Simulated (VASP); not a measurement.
# F (P6/mmm) in VASP: relaxation of cell and atoms with PBE

Aim: the relaxation of cell and atoms of F with PBE.

Everything below comes from runs of VASP 6.6.1. Logs are shortened: lines on timing, memory, paths and dates and some standing lists are left out, and cuts for length are marked.

**1. The cell of the first run**

Symmetry: P6/mmm, No. 191, hexagonal system. The conventional cell has a = 4.172 Å, b = 4.172 Å, c = 2.587 Å, α = 90.00°, β = 90.00°, γ = 120.00°. Within 3.4 Å of F (site symmetry 6/mmm) lie 14 F at 2.59 to 2.73 Å. F (site symmetry -6m2) has 11 F at 2.41 to 2.73 Å within 3.2 Å.

**2. Relaxation of cell and atoms, PBE**

Input file INCAR:

```
SYSTEM = F
PREC = Accurate ; ENCUT = 600
EDIFF = 1E-6 ; ISMEAR = -1
SIGMA = 0.05 ; LREAL = .FALSE.
LASPH = .TRUE. ; NELM = 100
ALGO = Normal ; ISIF = 3
LWAVE = .FALSE. ; LCHARG = .FALSE.
GGA = PE ; IBRION = 2
NSW = 60 ; EDIFFG = -0.005
```

Input file KPOINTS:

```
regular mesh
0
G
  10 10 13
  0 0 0
```

Input file POSCAR:

```
F
1.0
    4.1723502845      0.0000000000      0.0000000000
   -2.0861751423      3.6133613399      0.0000000000
    0.0000000000      0.0000000000      2.5868571764
F
3
Direct
    0.0000000000      0.0000000000      0.0000000000
    0.3333333333      0.6666666667      0.5000000000
    0.6666666667      0.3333333333      0.5000000000
```

Potentials or basis: VASP PAW PBE potentials, release 64 (F).

The run is started by

```bash
$ cat potpaw_PBE.64/F/POTCAR > POTCAR
$ mpirun -np 1 vasp_std > vasp.out
```

OUTCAR:

```text
SYSTEM = F
   PREC = Accurate
   ENCUT = 600
   EDIFF = 1E-6
   ISMEAR = -1
   LREAL = .FALSE.
   LASPH = .TRUE.
   NELM = 100
   ISIF = 3
   GGA = PE
   IBRION = 2
   NSW = 60
   EDIFFG = -0.005

 ion  position               nearest neighbor table
   1  0.000  0.000  0.000-
   2  0.333  0.667  0.500-
   3  0.667  0.333  0.500-

  LATTYP: Found a hexagonal cell.
 ALAT       =     4.1723502845
 C/A-ratio  =     0.6200000000

  Lattice vectors:

 A1 = (   4.1723502845,   0.0000000000,   0.0000000000)
 A2 = (  -2.0861751423,   3.6133613399,   0.0000000000)
 A3 = (   0.0000000000,   0.0000000000,   2.5868571764)

Analysis of symmetry for initial positions (statically):
=====================================================================
 Subroutine PRICEL returns:
 Original cell was already a primitive cell.

 Routine SETGRP: Setting up the symmetry group for a
 hexagonal supercell.

 Subroutine GETGRP returns: Found 24 space group operations
 (whereof 24 operations were pure point group operations)
 out of a pool of 24 trial point group operations.

The static configuration has the point symmetry D_6h.

Analysis of symmetry for dynamics (positions and initial velocities):
=====================================================================
 Subroutine PRICEL returns:
 Original cell was already a primitive cell.

 Routine SETGRP: Setting up the symmetry group for a
 hexagonal supercell.

 Subroutine GETGRP returns: Found 24 space group operations
 (whereof 24 operations were pure point group operations)
 out of a pool of 24 trial point group operations.

The dynamic configuration has the point symmetry D_6h.

 Subroutine INISYM returns: Found 24 space group operations
 (whereof 24 operations are pure point group operations),
 and found     1 'primitive' translations

----------------------------------------------------------------------------------------

                                     Primitive cell

  volume of cell :      39.0000

  direct lattice vectors                    reciprocal lattice vectors
     4.172350285  0.000000000  0.000000000     0.239673070  0.138375311  0.000000000
    -2.086175142  3.613361340  0.000000000     0.000000000  0.276750622  0.000000000
     0.000000000  0.000000000  2.586857176     0.000000000  0.000000000  0.386569467

  length of vectors
     4.172350285  4.172350285  2.586857176     0.276750622  0.276750622  0.386569467

  position of ions in fractional coordinates (direct lattice)
     0.000000000  0.000000000  0.000000000
     0.333333333  0.666666667  0.500000000
     0.666666667  0.333333333  0.500000000

  ion indices of the primitive-cell ions
   primitive index   ion index
                 1           1
                 2           2
                 3           3

----------------------------------------------------------------------------------------

 KPOINTS: regular mesh

Automatic generation of k-mesh.
 Grid dimensions read from file:
 generate k-points for:   10   10   13

 Generating k-lattice:

  Cartesian coordinates                     Fractional coordinates (reciprocal lattice)
     0.023967307  0.013837531  0.000000000     0.100000000  0.000000000  0.000000000
     0.000000000  0.027675062  0.000000000     0.000000000  0.100000000  0.000000000
     0.000000000  0.000000000  0.029736113     0.000000000  0.000000000  0.076923077

  Length of vectors
     0.027675062  0.027675062  0.029736113

  Shift w.r.t. Gamma in fractional coordinates (k-lattice)
     0.000000000  0.000000000  0.000000000

 Subroutine IBZKPT returns following result:
 ===========================================

 Found     98 irreducible k-points:

 Following reciprocal coordinates:
            Coordinates               Weight
  0.000000  0.000000  0.000000      1.000000
  0.100000  0.000000  0.000000      6.000000
  0.200000  0.000000  0.000000      6.000000
  0.300000  0.000000  0.000000      6.000000
  0.400000  0.000000  0.000000      6.000000
  0.500000  0.000000  0.000000      3.000000
[... 16 lines left out ...]
  0.300000  0.100000  0.076923     24.000000
  0.400000  0.100000  0.076923     24.000000
 [... further k-points ...]
   k-points           NKPTS =     98   k-points in BZ     NKDIM =     98   number of bands    NBANDS=     14
   number of dos      NEDOS =    301   number of ions     NIONS =      3
   total plane-waves  NPLWV =  31104
   dimension x,y,z NGX =    36 NGY =   36 NGZ =   24
   dimension x,y,z NGXF=    72 NGYF=   72 NGZF=   48
   ions per type =               3
   NGX,Y,Z   is equivalent  to a cutoff of  14.34, 14.34, 15.42 a.u.
   NGXF,Y,Z  is equivalent  to a cutoff of  28.69, 28.69, 30.85 a.u.
 SYSTEM =  F
   PREC   = accura    normal or accurate (medium, high low for compatibility)
   ISTART =      0    job   : 0-new  1-cont  2-samecut
   ICHARG =      2    charge: 1-file 2-atom 10-const
   ISPIN  =      1    spin polarized calculation?
   LNONCOLLINEAR =      F non collinear calculations
   LSORBIT =      F    spin-orbit coupling
   LASPH  =      T    aspherical Exc in radial PAW
   ENCUT  =  600.0 eV  44.10 Ry    6.64 a.u.   8.33  8.33  5.17*2*pi/ulx,y,z
   NELM   =    100;   NELMIN=  2; NELMDL= -5     # of ELM steps
   EDIFF  = 0.1E-05   stopping-criterion for ELM
   LREAL  =      F    real-space projection
   EDIFFG = -.5E-02   stopping-criterion for IOM
   NSW    =     60    number of steps for IOM
   IBRION =      2    ionic relax: 0-MD 1-quasi-New 2-CG
   NFREE  =      1    steps in history (QN), initial steepest desc. (CG)
   ISIF   =      3    stress and relaxation
   ISYM   =      2    0-nonsym 1-usesym 2-fastsym
   POTIM  = 0.5000    time-step for ionic-motion
   TEBEG  =    0.0;   TEEND  =   0.0 temperature during run
   PSTRESS=    0.0 pullay stress
   NELECT =      21.0000    total number of electrons
   NUPDOWN=      -1.0000    fix difference up-down
   EMIN   =  10.00;   EMAX   =-10.00  energy-range for DOS
   EFERMI =   0.00;   METHOD = LEGACY
   ISMEAR =    -1;   SIGMA  =   0.05  broadening in eV -4-tet -1-fermi 0-gaus
   EFERMI_NEDOS =   21; number of points for ismear=-14 and -15
   IALGO  =     38    algorithm
   IMIX   =      4    mixing-type and parameters
     AMIX     =   0.40;   BMIX     =  1.00
     AMIX_MAG =   1.60;   BMIX_MAG =  1.00
  volume/ion in A,a.u.               =      13.00        87.73
  Fermi-wavevector in a.u.,A,eV,Ry     =   1.331864  2.516857 24.134837  1.773860
  Thomas-Fermi vector in A             =   2.460842
   LORBIT       =      0    0 simple, 1 ext, 2 COOP (PROOUT), +10 PAW based schemes
   GGA     = PE    functional components
   LHFCALC =     F    Hartree Fock is set to
   AEXX    =    0.0000 exact exchange contribution
   IVDW    =     0    specifies the selected vdW correction
   LEPSILON=     F    determine dielectric tensor
   LRPA    =     F    only Hartree local field effects (RPA)
 conjugate gradient relaxation of ions
 non-spin polarized calculation
  energy-cutoff  :      600.00
  volume of cell :       39.00
 maximum number of plane-waves:      1325
 NGX is ok and might be reduce to    36
   NGX = 17   NGY = 17   NGZ = 11

--------------------------------------- Ionic step        1  -------------------------------------------

 number of electron      21.0000021 magnetization

 Free energy of the ion-electron system (eV)
  ---------------------------------------------------
  ext. energy  EPLUGINS =         0.00000000
  ---------------------------------------------------
  free energy    TOTEN  =        -2.22508806 eV

  energy without entropy =       -2.11995893  energy(sigma->0) =       -2.17252349

------------------------ aborting loop because EDIFF is reached ----------------------------------------

  FORCE on cell =-STRESS in cart. coord.  units (eV):
  Direction    XX          YY          ZZ          XY          YZ          ZX
  --------------------------------------------------------------------------------------
  -------------------------------------------------------------------------------------
  Total       -1.6861951     -1.6861951     -1.5794203      0.0000000      0.0000000      0.0000000
  in kB      -69.2713731    -69.2713731    -64.8849067      0.0000000      0.0000000      0.0000000
  external PRESSURE =     -67.8092176 kB  Pullay stress =       0.0000000 kB
[... 92 lines left out ...]
  FREE ENERGIE OF THE ION-ELECTRON SYSTEM (eV)
  ---------------------------------------------------
  free  energy   TOTEN  =        -2.4471500210 eV

  energy  without entropy=       -2.3834900848  energy(sigma->0) =       -2.41532005

 E-fermi :  -3.4139     XC(G=0): -10.0287

 val. band max:       -3.4147409967   @ k =   0.1000   0.1000   0.4615
 cond. band min:      -3.4096355871   @ k =   0.2000   0.2000   0.4615
 fundamental gap:      0.0051054096
 Fermi energy:        -3.4138942241

 k-point     1 :       0.0000    0.0000    0.0000
  band No.  band energies     occupation
      1     -25.9636      2.00000
      2     -22.8732      2.00000
      3     -22.8240      2.00000
      4      -7.1748      2.00000
      5      -7.1748      2.00000
      6      -6.0540      2.00000
      7      -5.0154      2.00000
      8      -5.0154      2.00000
      9      -3.8440      1.99963
     10      -3.2980      0.17924
     11      -2.9238      0.00011
     12      -2.9238      0.00011
     13       9.2482      0.00000
     14      15.2955      0.00000
[... 375 lines left out ...]
 k-point    24 :       0.4000    0.1000    0.0769
  band No.  band energies     occupation
      1     -24.9054      2.00000
      2     -24.0166      2.00000
      3     -22.9909      2.00000
      4      -8.0032      2.00000
      5      -6.6047      2.00000
      6      -5.3487      2.00000
      7      -4.8431      2.00000
      8      -4.5792      2.00000
      9      -3.7843      1.99879
     10      -3.6930      1.99250
     11      -3.6775      1.98978
     12      -3.0639      0.00182
     13      12.8662      0.00000
     14      14.0071      0.00000

 [... further k-points ...]

[... ionic steps 4 to 30 ...]

--------------------------------------- Ionic step       31  -------------------------------------------

 number of electron      21.0000018 magnetization

------------------------ aborting loop because EDIFF is reached ----------------------------------------

  FORCE on cell =-STRESS in cart. coord.  units (eV):
  Direction    XX          YY          ZZ          XY          YZ          ZX
  --------------------------------------------------------------------------------------
  -------------------------------------------------------------------------------------
  Total        0.0538794      0.0538794      0.0436204     -0.0000000     -0.0000000      0.0000000
  in kB        2.7152524      2.7152524      2.1982515     -0.0000000     -0.0000000      0.0000000
  external PRESSURE =       2.5429188 kB  Pullay stress =       0.0000000 kB
[... 59 lines left out ...]
  energy  without entropy=       -2.7348925848  energy(sigma->0) =       -2.75865378

--------------------------------------- Ionic step       33  -------------------------------------------

 number of electron      21.0000017 magnetization

 Free energy of the ion-electron system (eV)
  ---------------------------------------------------
  ext. energy  EPLUGINS =         0.00000000
  ---------------------------------------------------
  free energy    TOTEN  =        -2.78250715 eV

  energy without entropy =       -2.73470309  energy(sigma->0) =       -2.75860512

 E-fermi :  -3.5465     XC(G=0):  -9.9048

 val. band max:       -3.5468603558   @ k =   0.1000   0.1000   0.0000
 cond. band min:      -3.5356109926   @ k =   0.4000   0.0000   0.3077
 fundamental gap:      0.0112493632
 Fermi energy:        -3.5465272670

 k-point     1 :       0.0000    0.0000    0.0000
  band No.  band energies     occupation
      1     -26.1502      2.00000
      2     -22.9601      2.00000
      3     -22.9243      2.00000
      4      -7.3769      2.00000
      5      -7.3769      2.00000
      6      -6.3672      2.00000
      7      -5.0007      2.00000
      8      -5.0007      2.00000
      9      -4.0115      1.99982
     10      -3.4510      0.25774
     11      -3.0929      0.00023
     12      -3.0929      0.00023
     13       8.8886      0.00000
     14      14.8595      0.00000
[... 375 lines left out ...]
 k-point    24 :       0.4000    0.1000    0.0769
  band No.  band energies     occupation
      1     -25.0874      2.00000
      2     -24.1475      2.00000
      3     -23.0565      2.00000
      4      -8.1937      2.00000
      5      -6.7718      2.00000
      6      -5.5322      2.00000
      7      -4.9761      2.00000
      8      -4.7729      2.00000
      9      -3.9141      1.99872
     10      -3.8508      1.99546
     11      -3.8297      1.99308
     12      -3.1433      0.00063
     13      12.5462      0.00000
     14      13.6973      0.00000

 [... further k-points ...]
[... 5 lines left out ...]
  --------------------------------------------------------------------------------------
  -------------------------------------------------------------------------------------
  Total        0.0149081      0.0149081      0.0075458     -0.0000000      0.0000000      0.0000000
  in kB        0.7490255      0.7490255      0.3791235     -0.0000000      0.0000000      0.0000000
  external PRESSURE =       0.6257249 kB  Pullay stress =       0.0000000 kB
[... 18 lines left out ...]
  FREE ENERGIE OF THE ION-ELECTRON SYSTEM (eV)
  ---------------------------------------------------
  free  energy   TOTEN  =        -2.7825071455 eV

  energy  without entropy=       -2.7347030885  energy(sigma->0) =       -2.75860512

 reached required accuracy - stopping structural energy minimisation
```

Wall time 12 min (1 thread of Intel Xeon Platinum 8488C (Sapphire Rapids), shared host); peak memory 0.22 GiB.

What came out:

```yaml
Free_energy: -2.7825 eV
Relaxed_volume: 10.63 Å³/atom
Relaxed_cell: a = 3.447 Å, b = 3.447 Å, c = 3.099 Å, α = 90.00°, β = 90.00°, γ = 120.00°
Space_group_after_relaxing_to_0.05_Å: P6/mmm (No. 191)
Energy_gained_by_relaxing: 185.8 meV/atom
Ionic_steps: 33
Pressure_after_relaxing: 0.1 GPa
```

The path:
| step | energy change (eV) | largest force (eV/Å) | pressure (GPa) | volume (Å³) |
| --- | --- | --- | --- | --- |
| 1 | 0.0000 | 0.0000 | -6.78 | 39.00 |
| 2 | -0.1222 | 0.0000 | -6.02 | 35.98 |
| 3 | -0.2221 | 0.0000 | 5.56 | 27.85 |
| 4 | -0.2531 | 0.0000 | -1.64 | 31.07 |
| 5 | -0.2581 | 0.0000 | -0.26 | 30.25 |
| 6 | -0.2582 | 0.0000 | 0.06 | 30.09 |
| 7 | -0.2582 | 0.0000 | -0.01 | 30.11 |
| 8 | -0.2583 | 0.0000 | -0.10 | 30.18 |
| 9 | -0.2588 | 0.0000 | -0.31 | 30.30 |
| 10 | -0.2605 | 0.0000 | -0.74 | 30.56 |
| 11 | -0.2665 | 0.0000 | -1.50 | 31.07 |
| 12 | -0.2860 | 0.0000 | -2.78 | 32.08 |
| 13 | -0.3360 | 0.0000 | -4.55 | 34.05 |
| 14 | -0.3621 | 0.0000 | -7.58 | 37.85 |
| 15 | -0.3689 | 0.0000 | -5.71 | 35.75 |
| 16 | -0.3750 | 0.0000 | -6.45 | 36.68 |
| 17 | -0.3745 | 0.0000 | -6.16 | 36.43 |
| 18 | -0.3749 | 0.0000 | -6.30 | 36.55 |
| 19 | -0.3768 | 0.0000 | -6.28 | 36.52 |
| 20 | -0.3826 | 0.0000 | -6.19 | 36.40 |
| 21 | -0.3940 | 0.0000 | -6.01 | 36.17 |
| 22 | -0.4160 | 0.0000 | -5.60 | 35.72 |
| 23 | -0.4559 | 0.0000 | -4.85 | 34.82 |
| 24 | -0.5160 | 0.0000 | -2.59 | 33.07 |
| 25 | -0.5211 | 0.0000 | 5.03 | 29.71 |
| 26 | -0.5416 | 0.0000 | 0.54 | 31.39 |
| 27 | -0.5419 | 0.0000 | 1.00 | 31.19 |
| 28 | -0.5451 | 0.0000 | 0.91 | 31.27 |
| 29 | -0.5527 | 0.0000 | 0.65 | 31.48 |
| 30 | -0.5569 | 0.0000 | 0.10 | 31.90 |
| 31 | -0.5573 | 0.0000 | 0.25 | 31.79 |
| 32 | -0.5573 | 0.0000 | 0.25 | 31.80 |
| 33 | -0.5574 | 0.0000 | 0.06 | 31.89 |

Final structure:
```cif
data_structure
_symmetry_space_group_name_H-M 'P 1'
_symmetry_Int_Tables_number 1
_cell_length_a 3.4470
_cell_length_b 3.4470
_cell_length_c 3.0990
_cell_angle_alpha 90.000
_cell_angle_beta 90.000
_cell_angle_gamma 120.000
_cell_volume 31.89
loop_
_atom_site_label
_atom_site_type_symbol
_atom_site_fract_x
_atom_site_fract_y
_atom_site_fract_z
_atom_site_occupancy
F1 F 0.00000 0.00000 0.00000 1
F2 F 0.33333 0.66667 0.50000 1
F3 F 0.66667 0.33333 0.50000 1
```

Levels at points of the mesh, in eV from the Fermi level:
| k point | band 8 | band 9 | band 10 | band 11 | band 12 | band 13 |
| --- | --- | --- | --- | --- | --- | --- |
| (0.00, 0.00, 0.00) | -1.45 | -0.46 | 0.10 | 0.45 | 0.45 | 12.44 |
| (0.50, 0.00, 0.00) | -1.31 | -0.33 | -0.28 | -0.28 | 0.32 | 16.45 |

Caveat: the volume moved by over 15 % at a fixed basis, so the end points are rough; an odd number of electrons without spin polarisation forces a metal; a magnetic or distorted state may lie lower.
